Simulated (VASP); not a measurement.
# BaTiO3 (Pm) in VASP: single point with r2SCAN+U

Aim: the single point of BaTiO3 with r2SCAN+U.

Everything below comes from runs of VASP 6.6.1. Logs are shortened: lines on timing, memory, paths and dates and some standing lists are left out, and cuts for length are marked.

## 1. The cell of the first run

It takes space group Pm (No. 6, monoclinic). Conventional cell: a = 4.024 Å, b = 3.995 Å, c = 4.024 Å, α = 90.00°, β = 90.11°, γ = 90.00°. Within 3.2 Å of Ba (site symmetry m) lie 11 O at 2.35 to 3.11 Å. Within 2.5 Å of Ti (site symmetry m) lie 6 O at 1.91 to 2.12 Å. O (site symmetry m) has 2 Ti at 2.09 Å and 2 Ba at 2.35 to 2.67 Å and 4 O at 2.54 to 2.78 Å within 2.8 Å. Within 2.5 Å of O (site symmetry m) lie 2 Ti at 1.91 to 2.12 Å. O (site symmetry m) has 2 Ti at 1.91 to 2.12 Å and 2 O at 2.54 Å within 2.6 Å.

## 2. Single point, r2SCAN+U (atom 3 (O) moved by (-0.225, -0.450) A along y and z)

POSCAR

```
BaTiO3
1.0
    3.9951440287      0.0000000000      0.0000000000
    0.0000000000      2.8424767306      2.8480072403
    0.0000000000     -2.8424767306      2.8480072403
Ba Ti O
1 1 3
Direct
    0.0000000000      0.0044061011      0.0044061011
    0.5000000000      0.5135753575      0.5135753575
    0.0000000000      0.3761326327      0.4552889536
    0.5000000000      0.4954342957      0.9880908444
    0.5000000000      0.9880908444      0.4954342957
```

INCAR.step1

```
ALGO     = Normal         # electronic algorithm
EDIFF    = 1E-4           # SCF threshold, eV
ENCUT    = 520            # plane-wave cutoff, eV
GGA      = PE             # functional
ISMEAR   = 0              # smearing method
LASPH    = T              # aspherical terms in the spheres
LCHARG   = F              # write CHGCAR
LDAU     = T              # DFT+U
LDAUJ    = 0 0 0        
LDAUL    = -1 2 -1        # shell
LDAUTYPE = 2            
LDAUU    = 0 4 0          # U, eV
LMAXMIX  = 4              # l up to which the mixer works
LREAL    = F              # projectors in reciprocal space
LWAVE    = T              # write WAVECAR
NBANDS   = 28             # bands
NELM     = 150            # most SCF steps
PREC     = Accurate       # precision mode
SIGMA    = 0.05           # smearing width, eV
```

INCAR.step2

```
ALGO     = Normal         # electronic algorithm
EDIFF    = 1E-6           # SCF threshold, eV
ENCUT    = 520            # plane-wave cutoff, eV
ISIF     = 2              # what is computed and relaxed
ISMEAR   = 0              # smearing method
ISTART   = 1            
LASPH    = T              # aspherical terms in the spheres
LCHARG   = F              # write CHGCAR
LDAU     = T              # DFT+U
LDAUJ    = 0 0 0        
LDAUL    = -1 2 -1        # shell
LDAUPRINT= 1            
LDAUTYPE = 2            
LDAUU    = 0 4 0          # U, eV
LMAXMIX  = 4              # l up to which the mixer works
LMIXTAU  = T            
LREAL    = F              # projectors in reciprocal space
LWAVE    = F              # write WAVECAR
METAGGA  = R2SCAN         # meta-GGA
NBANDS   = 28             # bands
NELM     = 150            # most SCF steps
PREC     = Accurate       # precision mode
SIGMA    = 0.05           # smearing width, eV
```

KPOINTS

```
k-points
0
Gamma
  6 6 6
```

Potentials or basis: VASP PAW PBE potentials, release 64 (Ba_sv, Ti_sv, O).

Command:

```
$ cat potpaw_PBE.64/Ba_sv/POTCAR potpaw_PBE.64/Ti_sv/POTCAR potpaw_PBE.64/O/POTCAR > POTCAR
$ cp INCAR.step1 INCAR
$ mpirun -np 1 vasp_std > vasp.out
$ cp INCAR.step2 INCAR
$ mpirun -np 1 vasp_std > vasp.out
```

OUTCAR:

```text
EDIFF = 1E-6
   ENCUT = 520
   ISIF = 2
   ISMEAR = 0
   ISTART = 1
   LASPH = T
   LREAL = F
   METAGGA = R2SCAN
   NELM = 150
   PREC = Accurate

 ion  position               nearest neighbor table
   1  0.000  0.004  0.004-   3 2.35   3 2.67   5 2.81   4 2.81   4 2.81   5 2.81   5 2.86   4 2.86
                             5 2.86   4 2.86   3 3.11   2 3.44   2 3.44   2 3.47   2 3.47   2 3.47
   2  0.500  0.514  0.514-   4 1.91   5 1.91   3 2.09   3 2.09   5 2.12   4 2.12   1 3.44   1 3.44
                             1 3.47   1 3.47   1 3.47   1 3.47   1 3.52   1 3.52
   3  0.000  0.376  0.455-   2 2.09   2 2.09   1 2.35   1 2.67   1 3.11
   4  0.500  0.495  0.988-   2 1.91   2 2.12   1 2.81   1 2.81   1 2.86   1 2.86
   5  0.500  0.988  0.495-   2 1.91   2 2.12   1 2.81   1 2.81   1 2.86   1 2.86

  LATTYP: Found a base centered orthorhombic cell.
 ALAT       =     5.6849534612
 B/A-ratio  =     1.0019456658
 C/A-ratio  =     0.7027575610

  Lattice vectors:

 A1 = (   0.0000000000,   2.8424767306,  -2.8480072403)
 A2 = (   0.0000000000,   2.8424767306,   2.8480072403)
 A3 = (   3.9951440287,   0.0000000000,   0.0000000000)

Analysis of symmetry for initial positions (statically):
=====================================================================
 Subroutine PRICEL returns:
 Original cell was already a primitive cell.

 Routine SETGRP: Setting up the symmetry group for a
 base centered orthorhombic supercell.

 Subroutine GETGRP returns: Found  2 space group operations
 (whereof  2 operations were pure point group operations)
 out of a pool of  8 trial point group operations.

The static configuration has the point symmetry C_1h.

Analysis of symmetry for dynamics (positions and initial velocities):
=====================================================================
 Subroutine PRICEL returns:
 Original cell was already a primitive cell.

 Routine SETGRP: Setting up the symmetry group for a
 base centered orthorhombic supercell.

 Subroutine GETGRP returns: Found  2 space group operations
 (whereof  2 operations were pure point group operations)
 out of a pool of  8 trial point group operations.

[... 152 lines left out ...]

spin component  1

  0.0985  0.0000  0.0000  0.0076  0.0000
  0.0000  0.2402 -0.0011  0.0000  0.0009
  0.0000 -0.0011  0.1265  0.0000 -0.0450
  0.0076  0.0000  0.0000  0.1077  0.0000
  0.0000  0.0009 -0.0450  0.0000  0.1906

spin component  2

  0.0985  0.0000  0.0000  0.0076  0.0000
  0.0000  0.2402 -0.0011  0.0000  0.0009
  0.0000 -0.0011  0.1265  0.0000 -0.0450
  0.0076  0.0000  0.0000  0.1077  0.0000
  0.0000  0.0009 -0.0450  0.0000  0.1906

 occupancies and eigenvectors

  o =  0.0942  v = -0.8711  0.0000  0.0000  0.4911  0.0000  0.0000  0.0000  0.0000  0.0000  0.0000      0.0000  0.0000  0.0000  0.0000  0.0000  0.0000  0.0000  0.0000  0.0000  0.0000
  o =  0.0942  v =  0.0000  0.0000  0.0000  0.0000  0.0000 -0.8711  0.0000  0.0000  0.4911  0.0000      0.0000  0.0000  0.0000  0.0000  0.0000  0.0000  0.0000  0.0000  0.0000  0.0000
  o =  0.1033  v =  0.0000  0.0045  0.8887  0.0000  0.4585  0.0000  0.0000  0.0000  0.0000  0.0000      0.0000  0.0000  0.0000  0.0000  0.0000  0.0000  0.0000  0.0000  0.0000  0.0000
  o =  0.1033  v =  0.0000  0.0000  0.0000  0.0000  0.0000  0.0000  0.0045  0.8887  0.0000  0.4585      0.0000  0.0000  0.0000  0.0000  0.0000  0.0000  0.0000  0.0000  0.0000  0.0000
  o =  0.1120  v =  0.0000  0.0000  0.0000  0.0000  0.0000 -0.4911  0.0000  0.0000 -0.8711  0.0000      0.0000  0.0000  0.0000  0.0000  0.0000  0.0000  0.0000  0.0000  0.0000  0.0000
  o =  0.1120  v = -0.4911  0.0000  0.0000 -0.8711  0.0000  0.0000  0.0000  0.0000  0.0000  0.0000      0.0000  0.0000  0.0000  0.0000  0.0000  0.0000  0.0000  0.0000  0.0000  0.0000
  o =  0.2138  v =  0.0000  0.0491  0.4577  0.0000 -0.8877  0.0000  0.0000  0.0000  0.0000  0.0000      0.0000  0.0000  0.0000  0.0000  0.0000  0.0000  0.0000  0.0000  0.0000  0.0000
  o =  0.2138  v =  0.0000  0.0000  0.0000  0.0000  0.0000  0.0000  0.0491  0.4577  0.0000 -0.8877      0.0000  0.0000  0.0000  0.0000  0.0000  0.0000  0.0000  0.0000  0.0000  0.0000
  o =  0.2402  v =  0.0000  0.0000  0.0000  0.0000  0.0000  0.0000 -0.9988  0.0265  0.0000 -0.0415      0.0000  0.0000  0.0000  0.0000  0.0000  0.0000  0.0000  0.0000  0.0000  0.0000
  o =  0.2402  v =  0.0000 -0.9988  0.0265  0.0000 -0.0415  0.0000  0.0000  0.0000  0.0000  0.0000      0.0000  0.0000  0.0000  0.0000  0.0000  0.0000  0.0000  0.0000  0.0000  0.0000

 number of electron      39.9999993 magnetization

 Free energy of the ion-electron system (eV)
  ---------------------------------------------------
  ext. energy  EPLUGINS =         0.00000000
  ---------------------------------------------------
  free energy    TOTEN  =       -70.73569531 eV

  energy without entropy =      -70.73569531  energy(sigma->0) =      -70.73569531

 E-fermi :   4.0192     XC(G=0): -11.8630

 val. band max:        3.6814863492   @ k =   0.5000   0.5000   0.5000
 cond. band min:       6.3542644506   @ k =   0.0000   0.0000   0.0000
 fundamental gap:      2.6727781013
 Fermi energy:         4.0192047774

 k-point     1 :       0.0000    0.0000    0.0000
  band No.  band energies     occupation
      1     -56.3727      2.00000
      2     -31.5022      2.00000
      3     -31.4738      2.00000
      4     -31.4600      2.00000
      5     -21.7550      2.00000
      6     -14.3371      2.00000
[... 733 lines left out ...]
     27      12.2008      0.00000
     28      12.6172      0.00000

 [... further k-points ...]
[... 5 lines left out ...]
  --------------------------------------------------------------------------------------
  -------------------------------------------------------------------------------------
  Total        0.8891774      2.0363922      4.1599125      0.0000000     -0.7099174      0.0000000
  in kB       22.0241196     50.4395928    103.0372691      0.0000000    -17.5840104      0.0000000
  external PRESSURE =      58.5003271 kB  Pullay stress =       0.0000000 kB

 VOLUME and BASIS-vectors are now :
 -----------------------------------------------------------------------------
  energy-cutoff  :      520.00
  volume of cell :       64.68
      direct lattice vectors                 reciprocal lattice vectors
     3.995144029  0.000000000  0.000000000     0.250303867  0.000000000  0.000000000
     0.000000000  2.842476731  2.848007240     0.000000000  0.175902935  0.175561351
     0.000000000 -2.842476731  2.848007240     0.000000000 -0.175902935  0.175561351

 POSITION                                       TOTAL-FORCE (eV/Angst)
 -----------------------------------------------------------------------------------
      0.00000      0.00000      0.02510         0.000000     -0.097428     -1.491275
      1.99757      0.00000      2.92533         0.000000     -0.347641     -1.316942
      0.00000     -0.22500      2.36789         0.000000      1.264086      3.838229
      1.99757     -1.40036      4.22509         0.000000      0.336599     -0.014581
      1.99757      1.40036      4.22509         0.000000     -1.155616     -1.015431
 -----------------------------------------------------------------------------------
    total drift:                                0.000000      0.001105      0.010141

  FREE ENERGIE OF THE ION-ELECTRON SYSTEM (eV)
  ---------------------------------------------------
  free  energy   TOTEN  =       -70.7356953065 eV

  energy  without entropy=      -70.7356953065  energy(sigma->0) =      -70.73569531
```

OUTCAR.step1:

```text
EDIFF = 1E-4
   ENCUT = 520
   GGA = PE
   ISMEAR = 0
[... 985 lines left out ...]
      1.99757      0.00000      2.92533         0.000000     -0.297566     -1.158102
      0.00000     -0.22500      2.36789         0.000000      1.153506      3.555246
      1.99757     -1.40036      4.22509         0.000000      0.300741     -0.011803
      1.99757      1.40036      4.22509         0.000000     -1.076947     -0.968492
 -----------------------------------------------------------------------------------
    total drift:                                0.000000     -0.000896      0.002980

  FREE ENERGIE OF THE ION-ELECTRON SYSTEM (eV)
  ---------------------------------------------------
  free  energy   TOTEN  =       -36.4622776343 eV

  energy  without entropy=      -36.4622776343  energy(sigma->0) =      -36.46227763
```

OSZICAR.step1:

```text
N       E                     dE             d eps       ncg     rms          rms(c)
DAV:   1     0.442214986975E+03    0.44221E+03   -0.20849E+04  4480   0.155E+03
DAV:   2    -0.251087341317E+01   -0.44473E+03   -0.42468E+03  5172   0.431E+02
DAV:   3    -0.468120171058E+02   -0.44301E+02   -0.43660E+02  6264   0.134E+02
DAV:   4    -0.489242645714E+02   -0.21122E+01   -0.21068E+01  6848   0.253E+01
DAV:   5    -0.489917660634E+02   -0.67501E-01   -0.67492E-01  6156   0.339E+00    0.234E+01
DAV:   6    -0.363880251497E+02    0.12604E+02   -0.59595E+01  6840   0.695E+01    0.989E+00
DAV:   7    -0.365674464367E+02   -0.17942E+00   -0.92515E+00  6052   0.191E+01    0.606E+00
DAV:   8    -0.364685988909E+02    0.98848E-01   -0.13401E+00  5696   0.103E+01    0.262E+00
DAV:   9    -0.364773821353E+02   -0.87832E-02   -0.25465E-01  5364   0.357E+00    0.118E+00
DAV:  10    -0.364744192693E+02    0.29629E-02   -0.11104E-01  5408   0.222E+00    0.914E-01
DAV:  11    -0.364643127359E+02    0.10107E-01   -0.87204E-02  6252   0.239E+00    0.356E-01
DAV:  12    -0.364623106299E+02    0.20021E-02   -0.66931E-03  5620   0.754E-01    0.971E-02
DAV:  13    -0.364622776343E+02    0.32996E-04   -0.58749E-04  5580   0.148E-01
   1 F= -.36462278E+02 E0= -.36462278E+02  d E =-.992917E-20
```

Wall time 3.5 min (1 thread of Intel Xeon 6975P-C (Granite Rapids), shared host); peak memory 0.27 GiB.

Results:

- Free energy: -70.7357 eV
- Pressure: 5.9 GPa
- Largest force: 4.041 eV/Å
- Band gap on the k mesh: 2.67 eV (least direct gap 3.13 eV)

Forces in eV/Å, atoms in the order of the input:
```
Ba   0.000 -0.097 -1.491
Ti   0.000 -0.348 -1.317
O    0.000  1.264  3.838
O    0.000  0.337 -0.015
O    0.000 -1.156 -1.015
```

Levels at points of the mesh, in eV from the valence-band top:
```csv
k point,band 17,band 18,band 19,band 20,band 21,band 22,band 23,band 24
"(0.00, 0.00, 0.00)",-1.36,-0.78,-0.63,-0.46,2.67,2.90,3.97,4.23
"(0.50, 0.00, 0.00)",-1.39,-1.11,-1.05,-0.87,2.90,3.21,3.84,4.20
"(0.00, 0.50, 0.00)",-2.13,-1.74,-0.95,-0.56,3.01,4.24,4.38,4.64
"(0.00, 0.00, 0.50)",-1.84,-1.70,-1.10,-1.04,3.73,4.24,4.42,4.50
"(0.50, 0.50, 0.00)",-2.05,-1.19,-1.07,-0.06,3.83,4.21,4.25,4.65
"(0.50, 0.00, 0.50)",-1.77,-1.16,-1.02,-0.26,3.54,4.24,4.49,4.51
"(0.00, 0.50, 0.50)",-1.03,-1.02,-0.76,-0.29,4.26,4.67,4.71,4.98
"(0.50, 0.50, 0.50)",-1.88,-0.42,-0.21,0.00,4.17,4.62,4.88,5.66
```

Eigenvalues of the final occupation matrices:
```tsv
site	spin	trace	eigenvalues
site 2 d	1	0.76	0.09 0.10 0.11 0.21 0.24
site 2 d	2	0.76	0.09 0.10 0.11 0.21 0.24
```

Caveat: the cell differs from its parent crystal (atom 3 (O) moved by (-0.225, -0.450) A along y and z); the stress differs along the axes, from 2 to 10 GPa; the PAW data sets were made with another functional, which shifts forces and pressure a little; spin-orbit coupling is left out, which moves the levels of the heavy elements. A k mesh can miss the band edges.
